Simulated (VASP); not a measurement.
# Y (a cell with a defect) in VASP: single point with PBEsol

Aim: the single point of Y (a cell with a defect) with PBEsol.

All numbers are computed with VASP 6.6.1; they aren't measurements. Logs are shortened: lines on timing, memory, paths and dates and some standing lists are left out, and cuts for length are marked.

## 1. The cell of the first run

The cell holds a defect, 15 atoms: a = 7.346 Å, b = 7.346 Å, c = 11.661 Å, α = 90.00°, β = 90.00°, γ = 120.00°.

## 2. Single point, PBEsol

Contents of INCAR:

```
SYSTEM = Y
PREC     = Accurate       ! precision mode
ENCUT    = 520            ! plane-wave cutoff, eV
EDIFF    = 1E-6           ! SCF threshold, eV
ISMEAR   = -1             ! smearing method
SIGMA    = 0.1            ! smearing width, eV
LREAL    = Auto         
LASPH    = .TRUE.         ! aspherical terms in the spheres
NELM     = 80             ! most SCF steps
ALGO     = Normal         ! electronic algorithm
ISIF     = 2              ! what is computed and relaxed
LWAVE    = .FALSE.        ! write WAVECAR
LCHARG   = .FALSE.        ! write CHGCAR
GGA      = PS             ! functional
NBANDS   = 96             ! bands
```

Contents of KPOINTS:

```
Automatic mesh
0
G
  2 2 2
  0 0 0
```

Contents of POSCAR:

```
Y
1.0
    7.3463214000      0.0000000000      0.0000000000
   -3.6731607000      6.3621056600      0.0000000000
    0.0000000000      0.0000000000     11.6613401400
Y
15
Direct
    0.1729210872      0.3372977619      0.1256666028
    0.1622026556      0.3319837980      0.6255835018
    0.3366772477      0.1708096435      0.8779176216
    0.1691465662      0.8354053334      0.1257009900
    0.3371202559      0.6678185222      0.3735072425
    0.3369351715      1.1712809246      0.3732044472
    0.3370861121      0.6675689193      0.8778446454
    0.6671181977      0.3370006904      0.1256941297
    0.8360945104      0.1688948687      0.3728902466
    0.6730550728      0.3310938410      0.6256385555
    0.8357511827      0.1684687519      0.8784624132
    0.6671488606      0.8315767268      0.1256449930
    0.8333303096      0.6673359776      0.3731008570
    0.6742273448      0.8427436271      0.6257534651
    0.8329407061      0.6670247598      0.8784450052
```

Potentials or basis: VASP PAW PBE potentials, release 64 (Y_sv).

The run is started by

```
$ cat potpaw_PBE.64/Y_sv/POTCAR > POTCAR
$ mpirun -np 1 vasp_std > vasp.out
```

OUTCAR:

```text
SYSTEM = Y
   PREC = Accurate
   ENCUT = 520
   EDIFF = 1E-6
   ISMEAR = -1
   LREAL = Auto
   LASPH = .TRUE.
   NELM = 80
   ISIF = 2
   GGA = PS

 ion  position               nearest neighbor table
   1  0.173  0.337  0.126-   6 3.57   3 3.57   7 3.57   5 3.57   9 3.59  11 3.59  12 3.63   8 3.63
                             4 3.67   4 3.67   8 3.71  12 3.72
   2  0.162  0.332  0.626-  14 3.59  10 3.59   9 3.60  11 3.61   5 3.63   7 3.64   6 3.64   3 3.64
                            10 3.76  14 3.76
   3  0.337  0.171  0.878-   1 3.57   8 3.57   4 3.59   2 3.64  10 3.64  15 3.65   7 3.65  11 3.67
                            11 3.67   7 3.70  15 3.70
   4  0.169  0.835  0.126-  13 3.59  15 3.59   6 3.59   3 3.59   5 3.59   7 3.59   8 3.67  12 3.67
                             1 3.67   1 3.67  12 3.67   8 3.67
   5  0.337  0.668  0.374-  12 3.57   1 3.57   4 3.59   2 3.63  14 3.64   6 3.65  13 3.65   9 3.67
                             9 3.67  13 3.70   6 3.70
   6  0.337  0.171  0.373-   1 3.57   8 3.57   4 3.59   2 3.64  10 3.64  13 3.65   5 3.65   9 3.67
                             9 3.68   5 3.70  13 3.70
   7  0.337  0.668  0.878-  12 3.57   1 3.57   4 3.59   2 3.64  14 3.64  15 3.64   3 3.65  11 3.67
                            11 3.67   3 3.70  15 3.70
   8  0.667  0.337  0.126-  15 3.57  13 3.57   6 3.57   3 3.57   9 3.59  11 3.59   1 3.63  12 3.63
                             4 3.67   4 3.67  12 3.71   1 3.71
   9  0.836  0.169  0.373-   1 3.59   8 3.59  12 3.59  10 3.60   2 3.60  14 3.61   6 3.67  13 3.67
                             5 3.67   5 3.67  13 3.67   6 3.68
  10  0.673  0.331  0.626-   2 3.59  14 3.59   9 3.60  11 3.60   3 3.64   6 3.64  13 3.64  15 3.64
                            14 3.75   2 3.76
  11  0.836  0.168  0.878-  12 3.59   1 3.59   8 3.59  10 3.60  14 3.60   2 3.61   3 3.67   7 3.67
                            15 3.67  15 3.67   7 3.67   3 3.67
  12  0.667  0.832  0.126-  15 3.57  13 3.57   7 3.57   5 3.57  11 3.59   9 3.59   1 3.63   8 3.63
                             4 3.67   4 3.67   8 3.71   1 3.72
  13  0.833  0.667  0.373-   8 3.57  12 3.57   4 3.59  14 3.64  10 3.64   6 3.65   5 3.65   9 3.67
                             9 3.67   5 3.70   6 3.70
  14  0.674  0.843  0.626-   2 3.59  10 3.59  11 3.60   9 3.61  13 3.64  15 3.64   7 3.64   5 3.64
                            10 3.75   2 3.76
  15  0.833  0.667  0.878-   8 3.57  12 3.57   4 3.59  14 3.64  10 3.64   7 3.64   3 3.65  11 3.67
                            11 3.67   3 3.70   7 3.70

  LATTYP: Found a hexagonal cell.
 ALAT       =     7.3463214000
 C/A-ratio  =     1.5873713530

  Lattice vectors:

 A1 = (   7.3463214000,   0.0000000000,   0.0000000000)
 A2 = (  -3.6731607000,   6.3621056600,   0.0000000000)
 A3 = (   0.0000000000,   0.0000000000,  11.6613401400)

Analysis of symmetry for initial positions (statically):
=====================================================================
 Subroutine PRICEL returns:
 Original cell was already a primitive cell.

 Routine SETGRP: Setting up the symmetry group for a
 hexagonal supercell.

 Subroutine GETGRP returns: Found  1 space group operations
 (whereof  1 operations were pure point group operations)
 out of a pool of 24 trial point group operations.

The static configuration has the point symmetry C_1 .

Analysis of symmetry for dynamics (positions and initial velocities):
=====================================================================
 Subroutine PRICEL returns:
 Original cell was already a primitive cell.

 Routine SETGRP: Setting up the symmetry group for a
 hexagonal supercell.

 Subroutine GETGRP returns: Found  1 space group operations
 (whereof  1 operations were pure point group operations)
 out of a pool of 24 trial point group operations.

The dynamic configuration has the point symmetry C_1 .

 Subroutine INISYM returns: Found  1 space group operations
 (whereof  1 operations are pure point group operations),
 and found     1 'primitive' translations

----------------------------------------------------------------------------------------

                                     Primitive cell

  volume of cell :     545.0286

  direct lattice vectors                    reciprocal lattice vectors
     7.346321400  0.000000000  0.000000000     0.136122550  0.078590333  0.000000000
    -3.673160700  6.362105660  0.000000000     0.000000000  0.157180665  0.000000000
     0.000000000  0.000000000 11.661340140     0.000000000  0.000000000  0.085753437

  length of vectors
[... 55 lines left out ...]
  Shift w.r.t. Gamma in fractional coordinates (k-lattice)
     0.000000000  0.000000000  0.000000000

 Subroutine IBZKPT returns following result:
 ===========================================

 Found      8 irreducible k-points:

 Following reciprocal coordinates:
            Coordinates               Weight
  0.000000  0.000000  0.000000      1.000000
  0.500000  0.000000  0.000000      1.000000
  0.000000  0.500000  0.000000      1.000000
  0.500000  0.500000  0.000000      1.000000
  0.000000  0.000000  0.500000      1.000000
  0.500000  0.000000  0.500000      1.000000
  0.000000  0.500000  0.500000      1.000000
  0.500000  0.500000  0.500000      1.000000
   k-points           NKPTS =      8   k-points in BZ     NKDIM =      8   number of bands    NBANDS=     96
   number of dos      NEDOS =    301   number of ions     NIONS =     15
   total plane-waves  NPLWV = 282240
   dimension x,y,z NGX =    56 NGY =   56 NGZ =   90
   dimension x,y,z NGXF=   112 NGYF=  112 NGZF=  180
   ions per type =              15
   NGX,Y,Z   is equivalent  to a cutoff of  12.67, 12.67, 12.83 a.u.
   NGXF,Y,Z  is equivalent  to a cutoff of  25.35, 25.35, 25.66 a.u.
 SYSTEM =  Y
   PREC   = accura    normal or accurate (medium, high low for compatibility)
   ISTART =      0    job   : 0-new  1-cont  2-samecut
   ICHARG =      2    charge: 1-file 2-atom 10-const
   ISPIN  =      1    spin polarized calculation?
   LNONCOLLINEAR =      F non collinear calculations
   LSORBIT =      F    spin-orbit coupling
   LASPH  =      T    aspherical Exc in radial PAW
   ENCUT  =  520.0 eV  38.22 Ry    6.18 a.u.  13.66 13.66 21.68*2*pi/ulx,y,z
   NELM   =     80;   NELMIN=  2; NELMDL= -5     # of ELM steps
   EDIFF  = 0.1E-05   stopping-criterion for ELM
   LREAL  =      T    real-space projection
   EDIFFG = 0.1E-04   stopping-criterion for IOM
   NSW    =      0    number of steps for IOM
   IBRION =     -1    ionic relax: 0-MD 1-quasi-New 2-CG
   NFREE  =      0    steps in history (QN), initial steepest desc. (CG)
   ISIF   =      2    stress and relaxation
   ISYM   =      2    0-nonsym 1-usesym 2-fastsym
   POTIM  = 0.5000    time-step for ionic-motion
   TEBEG  =    0.0;   TEEND  =   0.0 temperature during run
   PSTRESS=    0.0 pullay stress
   NELECT =     165.0000    total number of electrons
   NUPDOWN=      -1.0000    fix difference up-down
   EMIN   =  10.00;   EMAX   =-10.00  energy-range for DOS
   EFERMI =   0.00;   METHOD = LEGACY
   ISMEAR =    -1;   SIGMA  =   0.10  broadening in eV -4-tet -1-fermi 0-gaus
   EFERMI_NEDOS =   21; number of points for ismear=-14 and -15
   IALGO  =     38    algorithm
   IMIX   =      4    mixing-type and parameters
     AMIX     =   0.40;   BMIX     =  1.00
     AMIX_MAG =   1.60;   BMIX_MAG =  1.00
  volume/ion in A,a.u.               =      36.34       245.20
  Fermi-wavevector in a.u.,A,eV,Ry     =   1.099250  2.077281 16.440601  1.208350
  Thomas-Fermi vector in A             =   2.235641
   LORBIT       =      0    0 simple, 1 ext, 2 COOP (PROOUT), +10 PAW based schemes
   GGA     = PS    functional components
   LHFCALC =     F    Hartree Fock is set to
   AEXX    =    0.0000 exact exchange contribution
   IVDW    =     0    specifies the selected vdW correction
   LEPSILON=     F    determine dielectric tensor
   LRPA    =     F    only Hartree local field effects (RPA)
 non-spin polarized calculation
  energy-cutoff  :      520.00
  volume of cell :      545.03
 maximum number of plane-waves:     14732
 NGX is ok and might be reduce to    56
   NGX = 27   NGY = 27   NGZ = 43

 number of electron     165.0000001 magnetization

 Free energy of the ion-electron system (eV)
  ---------------------------------------------------
  ext. energy  EPLUGINS =         0.00000000
  ---------------------------------------------------
  free energy    TOTEN  =       -99.92502555 eV

  energy without entropy =      -98.90700144  energy(sigma->0) =      -99.41601349

 E-fermi :   2.3506     XC(G=0):  -9.0959

 val. band max:        2.3393046594   @ k =   0.5000   0.0000   0.5000
 cond. band min:       2.3667219346   @ k =   0.5000   0.0000   0.5000
 fundamental gap:      0.0274172752
 Fermi energy:         2.3506233209

 k-point     1 :       0.0000    0.0000    0.0000
  band No.  band energies     occupation
      1     -40.6342      2.00000
      2     -40.6097      2.00000
      3     -40.6079      2.00000
      4     -40.4644      2.00000
      5     -40.4635      2.00000
      6     -40.4408      2.00000
[... 765 lines left out ...]
     93       3.2355      0.00029
     94       3.3004      0.00015
 [bands above 94 left out]

------------------------ aborting loop because EDIFF is reached ----------------------------------------

  FORCE on cell =-STRESS in cart. coord.  units (eV):
  Direction    XX          YY          ZZ          XY          YZ          ZX
  --------------------------------------------------------------------------------------
  -------------------------------------------------------------------------------------
  Total      -10.4276586    -10.4318771    -11.3482849     -0.0149965     -0.0186029     -0.0059764
  in kB      -30.6533624    -30.6657632    -33.3596547     -0.0440839     -0.0546855     -0.0175683
  external PRESSURE =     -31.5595934 kB  Pullay stress =       0.0000000 kB

 VOLUME and BASIS-vectors are now :
 -----------------------------------------------------------------------------
  energy-cutoff  :      520.00
  volume of cell :      545.03
      direct lattice vectors                 reciprocal lattice vectors
     7.346321400  0.000000000  0.000000000     0.136122550  0.078590333  0.000000000
    -3.673160700  6.362105660  0.000000000     0.000000000  0.157180665  0.000000000
     0.000000000  0.000000000 11.661340140     0.000000000  0.000000000  0.085753437

 POSITION                                       TOTAL-FORCE (eV/Angst)
 -----------------------------------------------------------------------------------
      0.03139      2.14592      1.46544        -0.005939     -0.002335     -0.001867
     -0.02784      2.11212      7.29514        -0.003238     -0.000104      0.001160
      1.84593      1.08671     10.23770         0.001182      0.002193      0.004514
     -1.82597      5.31494      1.46584        -0.000359     -0.002917     -0.001927
      0.02359      4.24873      4.35559         0.001953      0.000255     -0.002400
      1.84609      1.08971      4.35206         0.002263      0.000586      0.000263
      0.02426      4.24714     10.23685        -0.001941     -0.001793      0.003245
      3.66301      2.14403      1.46576         0.005455     -0.002111     -0.001501
      5.52184      1.07453      4.34840        -0.001056     -0.003928     -0.005204
      3.72832      2.10645      7.29578        -0.001669     -0.000235      0.001142
      5.52088      1.07182     10.24405         0.001716      0.002318      0.004401
      1.84657      5.29058      1.46519        -0.000028      0.006846      0.002680
      3.67068      4.24566      4.35086        -0.001377     -0.000308     -0.002096
      1.85756      5.36162      7.29712         0.000237      0.002524     -0.000342
      3.66896      4.24368     10.24385         0.002801     -0.000990     -0.002069
 -----------------------------------------------------------------------------------
    total drift:                                0.000666     -0.000186     -0.001364

  FREE ENERGIE OF THE ION-ELECTRON SYSTEM (eV)
  ---------------------------------------------------
  free  energy   TOTEN  =       -99.9250255496 eV

  energy  without entropy=      -98.9070014389  energy(sigma->0) =      -99.41601349
```

Wall time 19 min (1 thread of Intel Xeon Platinum 8259CL at 2.50GHz (Skylake/Cascade Lake), shared host); peak memory 0.72 GiB.

What came out:

```yaml
Free_energy: -99.9250 eV
Pressure: -3.2 GPa
Largest_force: 0.007 eV/Å
Band_gap_on_the_k_mesh: zero (an odd number of electrons rules out a gap without spin polarisation)
```

Forces in eV/Å, atoms in the order of the input:
```
Y   -0.006 -0.002 -0.002
Y   -0.003  0.000  0.001
Y    0.001  0.002  0.005
Y    0.000 -0.003 -0.002
Y    0.002  0.000 -0.002
Y    0.002  0.001  0.000
Y   -0.002 -0.002  0.003
Y    0.005 -0.002 -0.002
Y   -0.001 -0.004 -0.005
Y   -0.002  0.000  0.001
Y    0.002  0.002  0.004
Y    0.000  0.007  0.003
Y   -0.001  0.000 -0.002
Y    0.000  0.003  0.000
Y    0.003 -0.001 -0.002
```

Stress tensor (GPa, compression positive):
```
-3.07  0.00  0.00
 0.00 -3.07 -0.01
 0.00 -0.01 -3.34
```

Levels at points of the mesh, in eV from the Fermi level:
```csv
k point,band 78,band 79,band 80,band 81,band 82,band 83,band 84,band 85,band 86,band 87
"(0.00, 0.00, 0.00)",-0.55,-0.55,-0.04,-0.04,-0.03,0.03,0.16,0.17,0.23,0.30
"(0.50, 0.00, 0.00)",-0.30,-0.22,-0.20,-0.08,-0.02,0.11,0.17,0.19,0.31,0.32
"(0.00, 0.50, 0.00)",-0.30,-0.22,-0.20,-0.07,-0.02,0.11,0.17,0.19,0.31,0.32
"(0.50, 0.50, 0.00)",-0.30,-0.23,-0.20,-0.07,-0.02,0.12,0.17,0.19,0.31,0.32
"(0.00, 0.00, 0.50)",-0.25,-0.25,-0.23,-0.22,-0.22,-0.22,0.04,0.04,0.05,0.05
"(0.50, 0.00, 0.50)",-0.23,-0.20,-0.17,-0.15,-0.08,-0.04,-0.01,0.02,0.05,0.24
"(0.00, 0.50, 0.50)",-0.23,-0.20,-0.17,-0.15,-0.08,-0.04,-0.01,0.02,0.05,0.25
"(0.50, 0.50, 0.50)",-0.23,-0.20,-0.17,-0.16,-0.08,-0.04,-0.02,0.02,0.05,0.25
```

Caveat: the k points lie up to 0.49 Å⁻¹ apart, too coarse for converged energies and pressures of a metal; the PAW data sets were made with another functional, which shifts forces and pressure a little.
